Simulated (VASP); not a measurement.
# GaP (Cmcm) in VASP: further runs

Runs on GaP. Level: PBE. Tasks: single point.

Everything below comes from runs of VASP 6.6.1. Logs are shortened: lines on timing, memory, paths and dates and some standing lists are left out, and cuts for length are marked.

## 1. The cell of the first run

The structure is orthorhombic, space group Cmcm (No. 63). Conventional cell: a = 4.819 Å, b = 4.988 Å, c = 4.684 Å, α = 90.00°, β = 90.00°, γ = 90.00°. Within 3.2 Å of Ga (site symmetry m2m) lie 6 P at 2.41 to 2.54 Å and 2 Ga at 2.94 Å. Within 3.2 Å of P (site symmetry m2m) lie 6 Ga at 2.41 to 2.54 Å and 2 P at 2.99 Å.

## 2. Single point, PBE

Contents of INCAR:

```
PREC     = Accurate       # precision mode
ENCUT    = 520            # plane-wave cutoff, eV
EDIFF    = 1E-6           # SCF threshold, eV
ISMEAR   = 0              # smearing method
SIGMA    = 0.1            # smearing width, eV
LREAL    = F              # projectors in reciprocal space
LASPH    = T              # aspherical terms in the spheres
NELM     = 80             # most SCF steps
ALGO     = Normal         # electronic algorithm
ISIF     = 2              # what is computed and relaxed
LWAVE    = F              # write WAVECAR
LCHARG   = F              # write CHGCAR
GGA      = PE             # functional
NBANDS   = 26             # bands
```

Contents of KPOINTS:

```
Automatic mesh
0
Gamma
  14 14 12
```

Contents of POSCAR:

```
GaP
1.0
    2.4095776118     -2.4940576037      0.0000000000
    2.4095776118      2.4940576037      0.0000000000
    0.0000000000      0.0000000000      4.6836645505
Ga P
2 2
Direct
    0.3225270860      0.6774729140      0.2500000000
    0.6774729140      0.3225270860      0.7500000000
    0.8142205706      0.1857794294      0.2500000000
    0.1857794294      0.8142205706      0.7500000000
```

Potentials or basis: VASP PAW PBE potentials, release 64 (Ga_d, P).

Run with:

```
> cat potpaw_PBE.64/Ga_d/POTCAR potpaw_PBE.64/P/POTCAR > POTCAR
> mpirun -np 1 vasp_std > vasp.out
```

OUTCAR:

```text
PREC = Accurate
   ENCUT = 520
   EDIFF = 1E-6
   ISMEAR = 0
   LREAL = F
   LASPH = T
   NELM = 80
   ISIF = 2
   GGA = PE

 ion  position               nearest neighbor table
   1  0.323  0.677  0.250-   3 2.41   3 2.41   4 2.44   4 2.44   3 2.45   3 2.54
   2  0.677  0.323  0.750-   4 2.41   4 2.41   3 2.44   3 2.44   4 2.45   4 2.54
   3  0.814  0.186  0.250-   1 2.41   1 2.41   2 2.44   2 2.44   1 2.45   1 2.54
   4  0.186  0.814  0.750-   2 2.41   2 2.41   1 2.44   1 2.44   2 2.45   2 2.54

  LATTYP: Found a base centered orthorhombic cell.
 ALAT       =     4.8191552236
 B/A-ratio  =     1.0350600833
 C/A-ratio  =     0.9718849743

  Lattice vectors:

 A1 = (   2.4095776118,  -2.4940576037,   0.0000000000)
 A2 = (   2.4095776118,   2.4940576037,   0.0000000000)
 A3 = (   0.0000000000,   0.0000000000,   4.6836645505)

Analysis of symmetry for initial positions (statically):
=====================================================================
 Subroutine PRICEL returns:
 Original cell was already a primitive cell.

 Routine SETGRP: Setting up the symmetry group for a
 base centered orthorhombic supercell.

 Subroutine GETGRP returns: Found  8 space group operations
 (whereof  4 operations were pure point group operations)
 out of a pool of  8 trial point group operations.

The static configuration has the point symmetry C_2h.
 The point group associated with its full space group is D_2h.

Analysis of symmetry for dynamics (positions and initial velocities):
=====================================================================
 Subroutine PRICEL returns:
 Original cell was already a primitive cell.

 Routine SETGRP: Setting up the symmetry group for a
 base centered orthorhombic supercell.

 Subroutine GETGRP returns: Found  8 space group operations
 (whereof  4 operations were pure point group operations)
 out of a pool of  8 trial point group operations.

The dynamic configuration has the point symmetry C_2h.
 The point group associated with its full space group is D_2h.

 Subroutine INISYM returns: Found  8 space group operations
 (whereof  4 operations are pure point group operations),
 and found     1 'primitive' translations

----------------------------------------------------------------------------------------

                                     Primitive cell

  volume of cell :      56.2941

[... 91 lines left out ...]
   NELM   =     80;   NELMIN=  2; NELMDL= -5     # of ELM steps
   EDIFF  = 0.1E-05   stopping-criterion for ELM
   LREAL  =      F    real-space projection
   EDIFFG = 0.1E-04   stopping-criterion for IOM
   NSW    =      0    number of steps for IOM
   IBRION =     -1    ionic relax: 0-MD 1-quasi-New 2-CG
   NFREE  =      0    steps in history (QN), initial steepest desc. (CG)
   ISIF   =      2    stress and relaxation
   ISYM   =      2    0-nonsym 1-usesym 2-fastsym
   POTIM  = 0.5000    time-step for ionic-motion
   TEBEG  =    0.0;   TEEND  =   0.0 temperature during run
   PSTRESS=    0.0 pullay stress
   NELECT =      36.0000    total number of electrons
   NUPDOWN=      -1.0000    fix difference up-down
   EMIN   =  10.00;   EMAX   =-10.00  energy-range for DOS
   EFERMI =   0.00;   METHOD = LEGACY
   ISMEAR =     0;   SIGMA  =   0.10  broadening in eV -4-tet -1-fermi 0-gaus
   EFERMI_NEDOS =   21; number of points for ismear=-14 and -15
   IALGO  =     38    algorithm
   IMIX   =      4    mixing-type and parameters
     AMIX     =   0.40;   BMIX     =  1.00
     AMIX_MAG =   1.60;   BMIX_MAG =  1.00
  volume/ion in A,a.u.               =      14.07        94.97
  Fermi-wavevector in a.u.,A,eV,Ry     =   1.410440  2.665345 27.066626  1.989341
  Thomas-Fermi vector in A             =   2.532394
   LORBIT       =      0    0 simple, 1 ext, 2 COOP (PROOUT), +10 PAW based schemes
   GGA     = PE    functional components
   LHFCALC =     F    Hartree Fock is set to
   AEXX    =    0.0000 exact exchange contribution
   IVDW    =     0    specifies the selected vdW correction
   LEPSILON=     F    determine dielectric tensor
   LRPA    =     F    only Hartree local field effects (RPA)
 non-spin polarized calculation
 Gauss-broadening in eV      SIGMA  =   0.10
  energy-cutoff  :      520.00
  volume of cell :       56.29
 maximum number of plane-waves:      1538
 NGX is ok and might be reduce to    28
   NGX = 13   NGY = 13   NGZ = 17

 number of electron      35.9999974 magnetization

 Free energy of the ion-electron system (eV)
  ---------------------------------------------------
  ext. energy  EPLUGINS =         0.00000000
  ---------------------------------------------------
  free energy    TOTEN  =       -15.78945465 eV

  energy without entropy =      -15.78345992  energy(sigma->0) =      -15.78645728

 E-fermi :   9.1222     XC(G=0): -11.9676

 val. band max:        9.1218462862   @ k =   0.4286   0.3571   0.0833
 cond. band min:       9.1241872310   @ k =   0.0714   0.0714   0.0000
 fundamental gap:      0.0023409448
 Fermi energy:         9.1221608626

 k-point     1 :       0.0000    0.0000    0.0000
  band No.  band energies     occupation
      1      -6.3588      2.00000
      2      -6.0879      2.00000
      3      -6.0456      2.00000
      4      -6.0338      2.00000
      5      -6.0246      2.00000
      6      -5.9806      2.00000
[... 685 lines left out ...]
     25      18.0068      0.00000
     26      18.0795      0.00000

 [... further k-points ...]

------------------------ aborting loop because EDIFF is reached ----------------------------------------

  FORCE on cell =-STRESS in cart. coord.  units (eV):
  Direction    XX          YY          ZZ          XY          YZ          ZX
  --------------------------------------------------------------------------------------
  -------------------------------------------------------------------------------------
  Total        8.4721343      8.4754543      8.4725976      0.0000000      0.0000000      0.0000000
  in kB      241.1238880    241.2183762    241.1370725      0.0000000      0.0000000      0.0000000
  external PRESSURE =     241.1597789 kB  Pullay stress =       0.0000000 kB

 VOLUME and BASIS-vectors are now :
 -----------------------------------------------------------------------------
  energy-cutoff  :      520.00
  volume of cell :       56.29
      direct lattice vectors                 reciprocal lattice vectors
     2.409577612 -2.494057604  0.000000000     0.207505248 -0.200476524  0.000000000
     2.409577612  2.494057604  0.000000000     0.207505248  0.200476524  0.000000000
     0.000000000  0.000000000  4.683664550     0.000000000  0.000000000  0.213508032

 POSITION                                       TOTAL-FORCE (eV/Angst)
 -----------------------------------------------------------------------------------
      2.40958      0.88526      1.17092         0.000000     -0.001495     -0.000000
      2.40958     -0.88526      3.51275         0.000000      0.001495      0.000000
      2.40958     -1.56737      1.17092         0.000000     -0.002433     -0.000000
      2.40958      1.56737      3.51275         0.000000      0.002433      0.000000
 -----------------------------------------------------------------------------------
    total drift:                               -0.000000     -0.000000     -0.000000

  FREE ENERGIE OF THE ION-ELECTRON SYSTEM (eV)
  ---------------------------------------------------
  free  energy   TOTEN  =       -15.7894546496 eV

  energy  without entropy=      -15.7834599192  energy(sigma->0) =      -15.78645728
```

stdout:

```text
POSCAR found type information on POSCAR GaP
 POSCAR found :  2 types and       4 ions
 scaLAPACK will be used
 LDA part: xc-table for (Slater+PW92), standard interpolation
 POSCAR, INCAR and KPOINTS ok, starting setup
 FFT: planning ... GRIDC
 FFT: planning ... GRID_SOFT
 FFT: planning ... GRID
 WAVECAR not read
 entering main loop
```

Run time: 6.1 min. Hardware: 1 thread of Intel Xeon Platinum 8259CL at 2.50GHz (Skylake/Cascade Lake), shared host; peak memory 0.54 GiB.

Results:

| Item | Value |
| --- | --- |
| Free energy | -15.7895 eV |
| Pressure | 24.1 GPa |
| Band gap on the k mesh | zero (bands 18 and 19 overlap by 3.86 eV) |

Forces on the atoms (eV/Å):
```
Ga   0.000 -0.001  0.000
Ga   0.000  0.001  0.000
P    0.000 -0.002  0.000
P    0.000  0.002  0.000
```

Caveat: the cell stands under pressure.

## 3. Single point, PBE

INCAR, as its differences from that of step 2:

```diff
@@ -8,3 +8,3 @@
 NELM     = 80             # most SCF steps
-ALGO     = Normal         # electronic algorithm
+ALGO     = Fast           # electronic algorithm
 ISIF     = 2              # what is computed and relaxed
```

KPOINTS is that of step 2.

POSCAR is that of step 2.

Potentials or basis: VASP PAW PBE potentials, release 64 (Ga_d, P).

Run with:

```
> cat potpaw_PBE.64/Ga_d/POTCAR potpaw_PBE.64/P/POTCAR > POTCAR
> mpirun -np 1 vasp_std > vasp.out
```

Wall time 6.1 min (1 thread of Oxide Virtual Turin-like, shared host); peak memory 0.51 GiB.

It converged, with:

| Quantity | Value |
| --- | --- |
| Free energy | -15.7895 eV |
| Pressure | 24.1 GPa |
| Band gap on the k mesh | zero (bands 18 and 19 overlap by 3.86 eV) |

Forces in eV/Å, atoms in the order of the input:
```
Ga   0.000 -0.001  0.000
Ga   0.000  0.001  0.000
P    0.000 -0.002  0.000
P    0.000  0.002  0.000
```

Levels at points of the mesh, in eV from the Fermi level:
| k point | band 16 | band 17 | band 18 | band 19 | band 20 | band 21 |
| --- | --- | --- | --- | --- | --- | --- |
| (0.00, 0.00, 0.00) | -3.55 | -1.21 | 0.29 | 0.76 | 2.91 | 3.38 |
| (0.50, 0.00, 0.00) | -4.24 | -1.11 | -0.28 | 0.88 | 1.73 | 4.62 |
| (0.50, 0.50, 0.00) | -3.46 | -3.15 | -3.14 | -3.05 | -1.99 | 1.35 |
| (0.00, 0.00, 0.50) | -2.41 | -2.07 | -2.07 | 0.87 | 0.87 | 3.53 |
| (0.50, 0.00, 0.50) | -0.37 | 0.05 | 0.05 | 2.72 | 2.72 | 3.06 |
| (0.50, 0.50, 0.50) | -6.12 | -5.87 | -5.87 | 3.27 | 3.27 | 5.80 |

Caveat: the cell stands under pressure.
